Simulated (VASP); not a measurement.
# Pt: relaxation of cell and atoms with r2SCAN

The system is Pt.

```
Pt
1.0
     0.00000    1.96090    1.96090
     1.96090    0.00000    1.96090
     1.96090    1.96090    0.00000
Pt
1
Direct
  0.00000 0.00000 0.00000
```

```
Program                : VASP 6.6.1
Task                   : relaxation of cell and atoms
Functional             : r2SCAN
Potentials or basis    : VASP PAW PBE potentials, release 64 (Pt)
Cutoff                 : 600 eV
k mesh                 : 18 × 18 × 18
Occupations            : gaussian, width 0.1 eV
Spin                   : no spin polarisation
Dipole correction      : no
Further INCAR settings : ALGO = Normal; EDIFF = 1e-06; IBRION = 2; EDIFFG = -0.005; NSW = 100; ISIF = 3
```

| Item | Value |
| --- | --- |
| Relaxed volume | 15.33 Å³/atom |
| Relaxed cell | a = 2.789 Å, b = 2.789 Å, c = 2.789 Å, α = 60.00°, β = 60.00°, γ = 60.00° |
| Space group after relaxing (to 0.05 Å) | Fm-3m (No. 225) |
| Energy gained by relaxing | 3.7 meV/atom |
| Ionic steps | 4 |
| Pressure after relaxing | 0.0 GPa |
| Band gap on the k mesh | zero (band 5 reaches 11.21 eV, above the bottom of band 6 at 8.90 eV) |

The path:
| step | energy change (eV) | largest force (eV/Å) | pressure (GPa) | volume (Å³) |
| --- | --- | --- | --- | --- |
| 1 | 0.0000 | 0.0000 | 4.80 | 15.08 |
| 2 | 0.0247 | 0.0000 | -11.46 | 16.09 |
| 3 | -0.0037 | 0.0000 | -0.06 | 15.34 |
| 4 | -0.0037 | 0.0000 | -0.02 | 15.33 |

Final structure:
```yaml
crystal:
  lattice:
    - [0.00000, 1.97184, 1.97184]
    - [1.97184, 0.00000, 1.97184]
    - [1.97184, 1.97184, 0.00000]
  atoms:
    - { symbol: Pt, position: [0.00000, 0.00000, 0.00000] }
```

Levels at points of the mesh, in eV from the Fermi level:
```csv
k point,band 1,band 2,band 3,band 4,band 5,band 6,band 7,band 8,band 9
"(0.00, 0.00, 0.00)",-10.31,-3.81,-3.81,-3.81,-1.71,-1.71,15.53,20.60,20.60
"(0.50, 0.00, 0.00)",-7.40,-3.91,-3.91,-0.24,0.02,0.02,6.03,15.17,19.84
"(0.50, 0.50, 0.00)",-7.11,-6.69,-0.06,0.50,0.50,1.98,9.16,11.97,11.97
```

It took 3.6 min on 1 thread of Intel(R) Xeon(R) Platinum 8488C (Sapphire Rapids), on a shared host, peak memory 0.18 GiB.

Caveat: the PAW data sets were made with another functional, which shifts forces and pressure a little; spin-orbit coupling is left out, which moves the levels of the heavy elements. Zero-point motion and thermal expansion aren't in these numbers.
